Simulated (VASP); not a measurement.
# BAs (F-43m) in VASP: single point with LDA

Aim: the single point of BAs with LDA.

Everything below comes from runs of VASP 6.6.1. Logs are shortened: lines on timing, memory, paths and dates and some standing lists are left out, and cuts for length are marked.

## Step 1: The cell of the first run

It takes space group F-43m (No. 216, cubic). The conventional cell has a = 4.733 Å, b = 4.733 Å, c = 4.733 Å, α = 90.00°, β = 90.00°, γ = 90.00°. Within 2.7 Å of B (site symmetry -43m) lie 4 As at 2.05 Å. As (site symmetry -43m) has 4 B at 2.05 Å within 2.7 Å.

## Step 2: Single point, LDA

Contents of INCAR:

```
ALGO = Normal
EDIFF = 1E-6
ENCUT = 500
GGA_COMPAT = F
ISIF = 2
ISMEAR = 0
LASPH = T
LCHARG = T
LELF = T
LREAL = F
LVHAR = T
LWAVE = F
NBANDS = 11
NELM = 120
PREC = Accurate
SIGMA = 0.01
```

Contents of KPOINTS:

```
k-points
0
Gamma
  6 6 6
```

Contents of POSCAR:

```
BAs
1.0
    0.0000000000      2.3663118548      2.3663118548
    2.3663118548      0.0000000000      2.3663118548
    2.3663118548      2.3663118548      0.0000000000
B As
1 1
Direct
    0.0000000000      0.0000000000      0.0000000000
    0.2500000000      0.2500000000      0.2500000000
```

Potentials or basis: VASP PAW LDA potentials, release 64 (B, As).

The run is started by

```
> cat potpaw_LDA.64/B/POTCAR potpaw_LDA.64/As/POTCAR > POTCAR
> mpirun -np 1 vasp_std > vasp.out
```

OUTCAR:

```text
EDIFF = 1E-6
   ENCUT = 500
   ISIF = 2
   ISMEAR = 0
   LASPH = T
   LREAL = F
   NELM = 120
   PREC = Accurate

 ion  position               nearest neighbor table
   1  0.000  0.000  0.000-   2 2.05   2 2.05   2 2.05   2 2.05
   2  0.250  0.250  0.250-   1 2.05   1 2.05   1 2.05   1 2.05

  LATTYP: Found a face centered cubic cell.
 ALAT       =     4.7326237096

  Lattice vectors:

 A1 = (   0.0000000000,   2.3663118548,   2.3663118548)
 A2 = (   2.3663118548,   0.0000000000,   2.3663118548)
 A3 = (   2.3663118548,   2.3663118548,   0.0000000000)

Analysis of symmetry for initial positions (statically):
=====================================================================
 Subroutine PRICEL returns:
 Original cell was already a primitive cell.

 Routine SETGRP: Setting up the symmetry group for a
 face centered cubic supercell.

 Subroutine GETGRP returns: Found 24 space group operations
 (whereof 24 operations were pure point group operations)
 out of a pool of 48 trial point group operations.

The static configuration has the point symmetry T_d .

Analysis of symmetry for dynamics (positions and initial velocities):
=====================================================================
 Subroutine PRICEL returns:
 Original cell was already a primitive cell.

 Routine SETGRP: Setting up the symmetry group for a
 face centered cubic supercell.

 Subroutine GETGRP returns: Found 24 space group operations
 (whereof 24 operations were pure point group operations)
 out of a pool of 48 trial point group operations.

The dynamic configuration has the point symmetry T_d .

 Subroutine INISYM returns: Found 24 space group operations
 (whereof 24 operations are pure point group operations),
 and found     1 'primitive' translations

----------------------------------------------------------------------------------------

                                     Primitive cell

  volume of cell :      26.5000

  direct lattice vectors                    reciprocal lattice vectors
     0.000000000  2.366311855  2.366311855    -0.211299284  0.211299284  0.211299284
     2.366311855  0.000000000  2.366311855     0.211299284 -0.211299284  0.211299284
     2.366311855  2.366311855  0.000000000     0.211299284  0.211299284 -0.211299284

  length of vectors
     3.346470318  3.346470318  3.346470318     0.365981095  0.365981095  0.365981095

  position of ions in fractional coordinates (direct lattice)
     0.000000000  0.000000000  0.000000000
     0.250000000  0.250000000  0.250000000

  ion indices of the primitive-cell ions
   primitive index   ion index
                 1           1
                 2           2

----------------------------------------------------------------------------------------

 KPOINTS: k-points

Automatic generation of k-mesh.
 Grid dimensions read from file:
 generate k-points for:    6    6    6

 Generating k-lattice:

  Cartesian coordinates                     Fractional coordinates (reciprocal lattice)
    -0.035216547  0.035216547  0.035216547     0.166666667  0.000000000  0.000000000
     0.035216547 -0.035216547  0.035216547     0.000000000  0.166666667  0.000000000
     0.035216547  0.035216547 -0.035216547     0.000000000  0.000000000  0.166666667

  Length of vectors
     0.060996849  0.060996849  0.060996849

  Shift w.r.t. Gamma in fractional coordinates (k-lattice)
     0.000000000  0.000000000  0.000000000

 Subroutine IBZKPT returns following result:
 ===========================================

 Found     16 irreducible k-points:

 Following reciprocal coordinates:
            Coordinates               Weight
  0.000000  0.000000  0.000000      1.000000
  0.166667  0.000000  0.000000      8.000000
  0.333333  0.000000  0.000000      8.000000
  0.500000  0.000000  0.000000      4.000000
  0.166667  0.166667  0.000000      6.000000
  0.333333  0.166667  0.000000     24.000000
[... 8 lines left out ...]
 -0.333333  0.333333  0.166667     24.000000
 -0.333333  0.500000  0.166667     12.000000
   k-points           NKPTS =     16   k-points in BZ     NKDIM =     16   number of bands    NBANDS=     11
   number of dos      NEDOS =    301   number of ions     NIONS =      2
   total plane-waves  NPLWV =  13824
   dimension x,y,z NGX =    24 NGY =   24 NGZ =   24
   dimension x,y,z NGXF=    48 NGYF=   48 NGZF=   48
   ions per type =               1   1
   NGX,Y,Z   is equivalent  to a cutoff of  11.92, 11.92, 11.92 a.u.
   NGXF,Y,Z  is equivalent  to a cutoff of  23.85, 23.85, 23.85 a.u.
 SYSTEM =  unknown system
   PREC   = accura    normal or accurate (medium, high low for compatibility)
   ISTART =      0    job   : 0-new  1-cont  2-samecut
   ICHARG =      2    charge: 1-file 2-atom 10-const
   ISPIN  =      1    spin polarized calculation?
   LNONCOLLINEAR =      F non collinear calculations
   LSORBIT =      F    spin-orbit coupling
   LASPH  =      T    aspherical Exc in radial PAW
   ENCUT  =  500.0 eV  36.75 Ry    6.06 a.u.   6.10  6.10  6.10*2*pi/ulx,y,z
   NELM   =    120;   NELMIN=  2; NELMDL= -5     # of ELM steps
   EDIFF  = 0.1E-05   stopping-criterion for ELM
   LREAL  =      F    real-space projection
   EDIFFG = 0.1E-04   stopping-criterion for IOM
   NSW    =      0    number of steps for IOM
   IBRION =     -1    ionic relax: 0-MD 1-quasi-New 2-CG
   NFREE  =      0    steps in history (QN), initial steepest desc. (CG)
   ISIF   =      2    stress and relaxation
   ISYM   =      2    0-nonsym 1-usesym 2-fastsym
   POTIM  = 0.5000    time-step for ionic-motion
   TEBEG  =    0.0;   TEEND  =   0.0 temperature during run
   PSTRESS=    0.0 pullay stress
   NELECT =       8.0000    total number of electrons
   NUPDOWN=      -1.0000    fix difference up-down
   EMIN   =  10.00;   EMAX   =-10.00  energy-range for DOS
   EFERMI =   0.00;   METHOD = LEGACY
   ISMEAR =     0;   SIGMA  =   0.01  broadening in eV -4-tet -1-fermi 0-gaus
   EFERMI_NEDOS =   21; number of points for ismear=-14 and -15
   IALGO  =     38    algorithm
   IMIX   =      4    mixing-type and parameters
     AMIX     =   0.40;   BMIX     =  1.00
     AMIX_MAG =   1.60;   BMIX_MAG =  1.00
  volume/ion in A,a.u.               =      13.25        89.42
  Fermi-wavevector in a.u.,A,eV,Ry     =   1.098220  2.075336 16.409825  1.206088
  Thomas-Fermi vector in A             =   2.234594
   LORBIT       =      0    0 simple, 1 ext, 2 COOP (PROOUT), +10 PAW based schemes
   GGA     = CA    functional components
   LHFCALC =     F    Hartree Fock is set to
   AEXX    =    0.0000 exact exchange contribution
   IVDW    =     0    specifies the selected vdW correction
   LEPSILON=     F    determine dielectric tensor
   LRPA    =     F    only Hartree local field effects (RPA)
 non-spin polarized calculation
 Gauss-broadening in eV      SIGMA  =   0.01
  energy-cutoff  :      500.00
  volume of cell :       26.50
 maximum number of plane-waves:       692
   NGX = 13   NGY = 13   NGZ = 13

 number of electron       8.0000001 magnetization

 Free energy of the ion-electron system (eV)
  ---------------------------------------------------
  ext. energy  EPLUGINS =         0.00000000
  ---------------------------------------------------
  free energy    TOTEN  =       -12.90670899 eV

  energy without entropy =      -12.90670899  energy(sigma->0) =      -12.90670899

 E-fermi :   6.5946     XC(G=0): -10.8991

 val. band max:        6.4830373357   @ k =   0.0000   0.0000   0.0000
 cond. band min:       7.6840245787   @ k =   0.3333   0.3333   0.0000
 fundamental gap:      1.2009872430
 Fermi energy:         6.5946320439

 k-point     1 :       0.0000    0.0000    0.0000
  band No.  band energies     occupation
      1      -9.1528      2.00000
      2       6.4830      2.00000
      3       6.4830      2.00000
      4       6.4830      2.00000
      5       9.7659      0.00000
      6       9.7659      0.00000
      7       9.7659      0.00000
      8      11.5357      0.00000
      9      15.9768      0.00000
     10      19.6289      0.00000
     11      19.6289      0.00000

 k-point     2 :       0.1667    0.0000    0.0000
  band No.  band energies     occupation
      1      -8.6894      2.00000
      2       3.4896      2.00000
      3       5.7810      2.00000
      4       5.7810      2.00000
      5       9.8835      0.00000
      6      10.6730      0.00000
      7      10.6730      0.00000
      8      13.3444      0.00000
      9      17.4371      0.00000
     10      17.8444      0.00000
     11      17.8444      0.00000

 k-point     3 :       0.3333    0.0000    0.0000
  band No.  band energies     occupation
      1      -7.3897      2.00000
      2      -0.3731      2.00000
      3       4.9283      2.00000
      4       4.9283      2.00000
      5       9.4965      0.00000
      6      11.3276      0.00000
      7      11.3276      0.00000
      8      15.1389      0.00000
      9      17.9841      0.00000
     10      18.5997      0.00000
     11      18.5997      0.00000

 k-point     4 :       0.5000    0.0000    0.0000
  band No.  band energies     occupation
      1      -6.1925      2.00000
      2      -2.4827      2.00000
      3       4.6170      2.00000
      4       4.6170      2.00000
      5       9.3412      0.00000
      6      11.2630      0.00000
      7      11.2630      0.00000
      8      15.2275      0.00000
      9      19.1658      0.00000
     10      21.1796      0.00000
     11      21.1796      0.00000
[... 127 lines left out ...]
 k-point    14 :       0.5000    0.3333    0.1667
  band No.  band energies     occupation
      1      -6.2830      2.00000
      2      -0.3093      2.00000
      3       1.4637      2.00000
      4       3.1673      2.00000
      5      10.2447      0.00000
      6      11.6594      0.00000
      7      12.4344      0.00000
      8      15.6458      0.00000
      9      17.9698      0.00000
     10      20.3672      0.00000
     11      22.7151      0.00000

 k-point    15 :      -0.3333    0.3333    0.1667
  band No.  band energies     occupation
      1      -5.2217      2.00000
      2      -1.6448      2.00000
      3       0.9234      2.00000
      4       2.4894      2.00000
      5      10.7764      0.00000
      6      11.7808      0.00000
      7      13.9916      0.00000
      8      15.4933      0.00000
      9      16.7832      0.00000
     10      21.0596      0.00000
     11      22.9418      0.00000

 k-point    16 :      -0.3333    0.5000    0.1667
  band No.  band energies     occupation
      1      -4.7394      2.00000
      2      -1.7471      2.00000
      3       1.1600      2.00000
      4       1.3527      2.00000
      5      10.2301      0.00000
      6      10.4358      0.00000
      7      15.2607      0.00000
      8      15.4388      0.00000
      9      18.8644      0.00000
     10      22.3701      0.00000
     11      22.4275      0.00000

------------------------ aborting loop because EDIFF is reached ----------------------------------------

  FORCE on cell =-STRESS in cart. coord.  units (eV):
  Direction    XX          YY          ZZ          XY          YZ          ZX
  --------------------------------------------------------------------------------------
  -------------------------------------------------------------------------------------
  Total        0.1587285      0.1587285      0.1587285      0.0000000      0.0000000      0.0000000
  in kB        9.5966472      9.5966472      9.5966472      0.0000000      0.0000000      0.0000000
  external PRESSURE =       9.5966472 kB  Pullay stress =       0.0000000 kB

 VOLUME and BASIS-vectors are now :
 -----------------------------------------------------------------------------
  energy-cutoff  :      500.00
  volume of cell :       26.50
      direct lattice vectors                 reciprocal lattice vectors
     0.000000000  2.366311855  2.366311855    -0.211299284  0.211299284  0.211299284
     2.366311855  0.000000000  2.366311855     0.211299284 -0.211299284  0.211299284
     2.366311855  2.366311855  0.000000000     0.211299284  0.211299284 -0.211299284

 POSITION                                       TOTAL-FORCE (eV/Angst)
 -----------------------------------------------------------------------------------
      0.00000      0.00000      0.00000         0.000000      0.000000      0.000000
      1.18316      1.18316      1.18316        -0.000000     -0.000000     -0.000000
 -----------------------------------------------------------------------------------
    total drift:                                0.000000      0.000000      0.000000

  FREE ENERGIE OF THE ION-ELECTRON SYSTEM (eV)
  ---------------------------------------------------
  free  energy   TOTEN  =       -12.9067089898 eV

  energy  without entropy=      -12.9067089898  energy(sigma->0) =      -12.90670899
```

Wall time 5.7 s (1 thread of Intel Xeon Platinum 8259CL at 2.50GHz (Skylake/Cascade Lake), shared host); peak memory 0.12 GiB.

What came out:

```yaml
Free_energy: -12.9067 eV
Pressure: 1.0 GPa
Band_gap_on_the_k_mesh: 1.20 eV, indirect (least direct gap 3.28 eV)
```

A k mesh can miss the band edges. Expect the measured gap to be larger: semilocal functionals such as LDA lack the derivative discontinuity.
